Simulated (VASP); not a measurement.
Runs of VASP 6.6.1 on Te2Mo. The structure is that of space group P6_3/mmc (No. 194), or close to it. The cells are those of the table. 

```csv
task,level,cell,cutoff (eV),gap on the mesh (eV),pressure (GPa),largest force (eV/Å)
relaxation of cell and atoms,PBE+D3(BJ),"relaxed from a = 3.497, b = 3.497, c = 13.705 Å, angles 90.0, 90.0, 120.0°, 6 atoms",600,0.66,0.0,-
single point,PBE+D3(BJ),"a = 3.497, b = 3.497, c = 13.705 Å, angles 90.0, 90.0, 120.0°, 6 atoms",520,(c),0.0,0.02
single point,r2SCAN,"a = 3.497, b = 3.497, c = 13.702 Å, angles 90.0, 90.0, 120.0°, 6 atoms",520,0.77,3.2,(b)
single point,PBEsol,"a = 3.497, b = 3.497, c = 13.702 Å, angles 90.0, 90.0, 120.0°, 6 atoms",520,(a),-0.4,0.21
```

Alike in all rows: potentials or basis VASP PAW PBE potentials, release 64 (Te, Mo_sv); no spin polarisation; k mesh 9 × 9 × 2; smearing gaussian 0.02 eV.

Q: Fill in the values left out.

A: (a) 0.65; (b) 0.25; (c) 0.67.

Caveats: spin-orbit coupling is left out, which moves the levels of the heavy elements; the PAW data sets were made with another functional, which shifts forces and pressure a little (some runs); this functional lacks dispersion, which binds the layers, so the pressure and a relaxed spacing across them are unreliable (some runs).

A k mesh can miss the band edges, and the runs leave out spin-orbit coupling on Mo, Te.
